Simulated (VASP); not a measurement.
# TiC (I4mm) in VASP: a series of runs, part 2 of 2

VASP 6.6.1. The steps go on from the part before.

## Step 4: Single point, PBEsol (all C atoms moved -0.250 Å, as atom 2 along Cartesian [0 0 1])

The input, INCAR:

```
SYSTEM = TiC
PREC = Accurate ; ENCUT = 520
EDIFF = 1E-6 ; ISMEAR = 0
SIGMA = 0.15 ; LREAL = .FALSE.
LASPH = .TRUE. ; NELM = 60
ALGO = Normal ; ISIF = 2
LWAVE = .FALSE. ; LCHARG = .FALSE.
GGA = PS ; NBANDS = 15
```

The input, KPOINTS:

```
Automatic mesh
0
G
  24 24 24
  0 0 0
```

The input, POSCAR:

```
TiC
1.0
    0.0000000000      2.1466854677      2.1466854677
    2.1466854677      0.0000000000      2.1466854677
    2.1466854677      2.1466854677      0.0000000000
Ti C
1 1
Direct
    0.0000000000      0.0000000000      0.0000000000
    0.4417706963      0.4417706963      0.5582293037
```

Potentials or basis: VASP PAW PBE potentials, release 64 (Ti_sv, C).

Started as:

```sh
$ cat potpaw_PBE.64/Ti_sv/POTCAR potpaw_PBE.64/C/POTCAR > POTCAR
$ mpirun -np 1 vasp_std > vasp.out
```

OUTCAR:

```text
SYSTEM = TiC
   PREC = Accurate
   ENCUT = 520
   EDIFF = 1E-6
   ISMEAR = 0
   LREAL = .FALSE.
   LASPH = .TRUE.
   NELM = 60
   ISIF = 2
   GGA = PS

 ion  position               nearest neighbor table
   1  0.000  0.000  0.000-   2 1.90   2 2.16   2 2.16   2 2.16   2 2.16   2 2.40
   2  0.442  0.442  0.558-   1 1.90   1 2.16   1 2.16   1 2.16   1 2.16   1 2.40

  LATTYP: Found a face centered cubic cell.
 ALAT       =     4.2933709354

  Lattice vectors:

 A1 = (   0.0000000000,   2.1466854677,   2.1466854677)
 A2 = (   2.1466854677,   0.0000000000,   2.1466854677)
 A3 = (   2.1466854677,   2.1466854677,   0.0000000000)

Analysis of symmetry for initial positions (statically):
=====================================================================
 Subroutine PRICEL returns:
 Original cell was already a primitive cell.

 Routine SETGRP: Setting up the symmetry group for a
 face centered cubic supercell.

 Subroutine GETGRP returns: Found  8 space group operations
 (whereof  8 operations were pure point group operations)
 out of a pool of 48 trial point group operations.

The static configuration has the point symmetry C_4v.

Analysis of symmetry for dynamics (positions and initial velocities):
[... 165 lines left out ...]

 k-point     1 :       0.0000    0.0000    0.0000
  band No.  band energies     occupation
      1     -46.6182      2.00000
      2     -22.7486      2.00000
      3     -22.7403      2.00000
      4     -22.7403      2.00000
      5      -2.8146      2.00000
      6       9.1945      1.99992
      7       9.1945      1.99992
      8       9.3890      1.96594
      9      10.3024      0.00000
     10      11.4191      0.00000
     11      12.6369      0.00000
     12      12.6369      0.00000
     13      13.8937      0.00000
     14      20.1937      0.00000
[... 401 lines left out ...]
      2     -23.0115      2.00000
      3     -22.7760      2.00000
      4     -22.7684      2.00000
      5      -1.5657      2.00000
      6       6.6220      2.00000
      7       7.9818      2.00000
      8       7.9820      2.00000
      9      10.9647      0.00000
     10      11.5138      0.00000
     11      12.7115      0.00000
     12      15.3206      0.00000
     13      16.5184      0.00000
     14      21.0687      0.00000
     15      23.9202      0.00000

 [... further k-points ...]
[... 5 lines left out ...]
  --------------------------------------------------------------------------------------
  -------------------------------------------------------------------------------------
  Total        0.1048235      0.1048235      2.9793963      0.0000000      0.0000000     -0.0000000
  in kB        8.4885572      8.4885572    241.2701582      0.0000000      0.0000000     -0.0000000
  external PRESSURE =      86.0824242 kB  Pullay stress =       0.0000000 kB

 VOLUME and BASIS-vectors are now :
 -----------------------------------------------------------------------------
  energy-cutoff  :      520.00
  volume of cell :       19.78
      direct lattice vectors                 reciprocal lattice vectors
     0.000000000  2.146685468  2.146685468    -0.232917215  0.232917215  0.232917215
     2.146685468  0.000000000  2.146685468     0.232917215 -0.232917215  0.232917215
     2.146685468  2.146685468  0.000000000     0.232917215  0.232917215 -0.232917215

 POSITION                                       TOTAL-FORCE (eV/Angst)
 -----------------------------------------------------------------------------------
      0.00000      0.00000      0.00000         0.000000      0.000000     -2.947392
      2.14669      2.14669      1.89669         0.000000      0.000000      2.947392
 -----------------------------------------------------------------------------------
    total drift:                               -0.000000     -0.000000     -0.000368

  FREE ENERGIE OF THE ION-ELECTRON SYSTEM (eV)
  ---------------------------------------------------
  free  energy   TOTEN  =       -19.4693854576 eV

  energy  without entropy=      -19.4676175364  energy(sigma->0) =      -19.46850150
```

OSZICAR:

```text
N       E                     dE             d eps       ncg     rms          rms(c)
DAV:   1     0.117929245386E+03    0.11793E+03   -0.79786E+03 31986   0.129E+03
DAV:   2    -0.172581680227E+02   -0.13519E+03   -0.12652E+03 34123   0.336E+02
DAV:   3    -0.245863527114E+02   -0.73282E+01   -0.72170E+01 41115   0.774E+01
DAV:   4    -0.248254592705E+02   -0.23911E+00   -0.23887E+00 39860   0.129E+01
DAV:   5    -0.248314985118E+02   -0.60392E-02   -0.60380E-02 41365   0.185E+00    0.198E+01
DAV:   6    -0.199211736503E+02    0.49103E+01   -0.11016E+01 47049   0.566E+01    0.639E+00
DAV:   7    -0.194973781223E+02    0.42380E+00   -0.17535E+00 37313   0.191E+01    0.535E+00
DAV:   8    -0.194660310750E+02    0.31347E-01   -0.14139E-01 37490   0.511E+00    0.209E+00
DAV:   9    -0.194718797851E+02   -0.58487E-02   -0.47914E-02 43992   0.202E+00    0.754E-01
DAV:  10    -0.194698470445E+02    0.20327E-02   -0.74412E-03 40035   0.128E+00    0.360E-01
DAV:  11    -0.194694073746E+02    0.43967E-03   -0.94357E-04 38834   0.441E-01    0.224E-02
DAV:  12    -0.194693849847E+02    0.22390E-04   -0.91683E-05 36783   0.141E-01    0.191E-02
DAV:  13    -0.194693854576E+02   -0.47281E-06   -0.44762E-06 36377   0.263E-02
   1 F= -.19469385E+02 E0= -.19468501E+02  d E =-.176792E-02
```

stdout:

```text
POSCAR found type information on POSCAR TiC
 POSCAR found :  2 types and       2 ions
 scaLAPACK will be used
 -----------------------------------------------------------------------------
|                                                                             |
|                                                                             |
|     You enforced a specific xc type in the INCAR file but a different       |
|     I HOPE YOU KNOW WHAT YOU ARE DOING!                                     |
|                                                                             |
 -----------------------------------------------------------------------------

 LDA part: xc-table for (Slater+PW92), standard interpolation
 POSCAR, INCAR and KPOINTS ok, starting setup
 FFT: planning ... GRIDC
 FFT: planning ... GRID_SOFT
 FFT: planning ... GRID
 WAVECAR not read
 entering main loop
```

Wall time 2.1 min (1 thread of Intel Xeon 6975P-C (Granite Rapids), shared host); peak memory 0.41 GiB.

What came out:

* Free energy: -19.4694 eV
* Pressure: 8.6 GPa
* Largest force: 2.947 eV/Å
* Band gap on the k mesh: zero (band 8 reaches 9.95 eV, above the bottom of band 9 at 8.93 eV)

Forces in eV/Å, atoms in the order of the input:
```
Ti   0.000  0.000 -2.947
C    0.000  0.000  2.947
```

Caveat: the cell differs from its parent crystal (all C atoms moved -0.250 Å, as atom 2 along Cartesian [0 0 1]); the PAW data sets were made with another functional, which shifts forces and pressure a little.
